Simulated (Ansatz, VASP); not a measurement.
Two plane-wave programs on ZnO

```xyz
4
Lattice="3.2309 0.0000 0.0000 -1.6154 2.7980 0.0000 0.0000 0.0000 5.2158" Properties=species:S:1:pos:R:3 pbc="T T T"
Zn    0.0000    1.8654   -0.1341
Zn    1.6154    0.9327    2.4738
O     0.0000    1.8654    2.1265
O     1.6154    0.9327    4.7344
```

Change from the starting cell: polar distortion scaled by 0.55.

Alike in both runs: task single point; functional PBEsol; k mesh 15 × 15 × 8; no spin polarisation.

|  | VASP | Ansatz |
| --- | --- | --- |
| version | VASP 6.6.1 | Ansatz 0.2.0 |
| potentials or method | VASP PAW PBE potentials, release 64 (Zn, O), cutoff 520 eV | scalar-relativistic, plane waves, PAW |
| occupations | gaussian, width 0.01 eV | fixed |
| valence electrons in the cell | 36 | 36 |

Ansatz gave:

```
gap on the k mesh at the Fermi level (eV)                     : 0.77
least direct gap on the mesh (eV)                             : 0.77
pressure (GPa)                                                : 3.6
traceless stress, the component that is largest in VASP (GPa) : -9.22
rms of the force components (eV/Å)                            : 0.372
```

Q: Estimate VASP's values.

A: gap on the k mesh at the Fermi level (eV): 0.77; least direct gap on the mesh (eV): 0.77; pressure (GPa): 4.6; traceless stress, the component that is largest in VASP (GPa): -9.90; rms of the force components (eV/Å): 0.387.

VASP's potentials were made for PBE, not for PBEsol, and Ansatz warns of the same on its side. Atom by atom the forces differ by 0.015 eV/Å (rms over components).
